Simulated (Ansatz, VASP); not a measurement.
**Al3GaO6 in VASP and in Ansatz**

```
Al Ga O
1.0
     2.40779    1.39014    4.36781
    -2.40779    1.39014    4.36781
     0.00000   -2.78028    4.36781
Al Ga O
3 1 6
Direct
  0.85316 0.85316 0.85316
  0.64820 0.64820 0.64820
  0.34914 0.34914 0.34914
  0.14225 0.14225 0.14225
  0.73539 0.45686 0.05727
  0.94336 0.24876 0.56560
  0.05727 0.73539 0.45686
  0.45686 0.05727 0.73539
  0.56560 0.94336 0.24876
  0.24876 0.56560 0.94336
```

Alike in both runs: task single point; functional r2SCAN; k mesh 6 × 6 × 6; no spin polarisation.

|  | VASP | Ansatz |
| --- | --- | --- |
| version | VASP 6.6.1 | Ansatz 0.2.0 |
| potentials or method | VASP PAW PBE potentials, release 64 (Al, Ga_d, O) | plane waves, PAW |
| plane-wave cutoff (eV) | 520 | 500 |
| occupations | gaussian, width 0.01 eV | fixed |
| valence electrons in the cell | 58 | 58 |

```csv
,VASP,Ansatz,Ansatz less VASP
gap on the k mesh at the Fermi level (eV),5.79,5.79,-0.002
pressure (GPa),0.2,0.0,-0.16
"traceless stress, the component that is largest in VASP (GPa)",-0.18,-0.02,+0.163
rms of the force components (eV/Å),0.045,0.001,-0.0439
```

VASP's potentials were made for PBE, not for r2SCAN. Atom by atom the forces differ by 0.045 eV/Å (rms over components).
